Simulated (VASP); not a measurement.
Write the native input for VASP 6.6.1 that does the following.

* Task: single point
* Functional: PBE
* Potentials or basis: VASP PAW PBE potentials, release 64 (Na_pv, F)
* Cutoff: 600 eV
* k mesh: 6 × 6 × 6
* Occupations: methfessel-paxton, width 0.001 eV
* Spin: no spin polarisation
* Dipole correction: no
* Further INCAR settings: ALGO = Normal; EDIFF = 1e-06; NBANDS = 14

The structure of NaF lies in POSCAR:

```
NaF
1.0
    0.0000000000      2.2972417931      2.2972417931
    2.2972417931      0.0000000000      2.2972417931
    2.2972417931      2.2972417931      0.0000000000
Na F
1 1
Direct
    0.0000000000      0.0000000000      0.0000000000
    0.5000000000      0.5000000000      0.5000000000
```

One way to write it, as run:

INCAR

```
PREC     = Accurate       # precision mode
ENCUT    = 600            # plane-wave cutoff, eV
EDIFF    = 1E-6           # SCF threshold, eV
ISMEAR   = 1              # smearing method
SIGMA    = 0.001          # smearing width, eV
LREAL    = False          # projectors in reciprocal space
LASPH    = True           # aspherical terms in the spheres
NELM     = 120            # most SCF steps
ALGO     = Normal         # electronic algorithm
ISIF     = 2              # what is computed and relaxed
LWAVE    = False          # write WAVECAR
LCHARG   = False          # write CHGCAR
GGA      = PE             # functional
NBANDS   = 14             # bands
GGA_COMPAT= False
```

KPOINTS

```
regular mesh
0
Gamma
  6 6 6
```

Potentials or basis: VASP PAW PBE potentials, release 64 (Na_pv, F).

The run is started by

```sh
$ cat potpaw_PBE.64/Na_pv/POTCAR potpaw_PBE.64/F/POTCAR > POTCAR
$ mpirun -np 1 vasp_std > vasp.out
```

It gave:

| Item | Value |
| --- | --- |
| Pressure | 3.4 GPa |
| Band gap on the k mesh | 6.44 eV |

Caveat: the cell stands under pressure.

Wall time 3.7 s on 1 thread of AMD EPYC 9R45 96-Core Processor (Zen 5), with other jobs on the host, peak memory 0.12 GiB.
